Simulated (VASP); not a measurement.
# Fe: single point with PBE+D3(BJ)

The system is Fe.

```
Fe
1.0
    -1.44300    1.44300    1.44300
     1.44300   -1.44300    1.44300
     1.44300    1.44300   -1.44300
Fe
1
Direct
  0.00000 0.00000 0.00000
```

```json
{
 "Program": "VASP 6.6.1",
 "Task": "single point",
 "Functional": "PBE",
 "Dispersion": "D3(BJ)",
 "Potentials or basis": "VASP PAW PBE potentials, release 64 (Fe)",
 "Cutoff": "520 eV",
 "k mesh": "9 × 9 × 9",
 "Occupations": "fermi-dirac, width 0.15 eV",
 "Spin": "collinear spin, ferromagnetic start",
 "Starting moments": "[1.61] μB",
 "Fixed moment": "1.4 μB"
}
```

```json
{
 "Pressure": "-24.1 GPa",
 "Net moment": "1.40 μB per cell",
 "Site moments": "Fe +1.42 μB",
 "Valence electrons inside the program's atomic spheres": "Fe 7.15",
 "Dispersion energy per atom": "-0.337 eV"
}
```

Wall time 7.3 s on 1 thread of AMD EPYC 9R45 96-Core Processor (Zen 5), with other jobs on the host, peak memory 0.11 GiB.

Caveat: three body term missing; the total moment is fixed, so each spin has its own Fermi level.
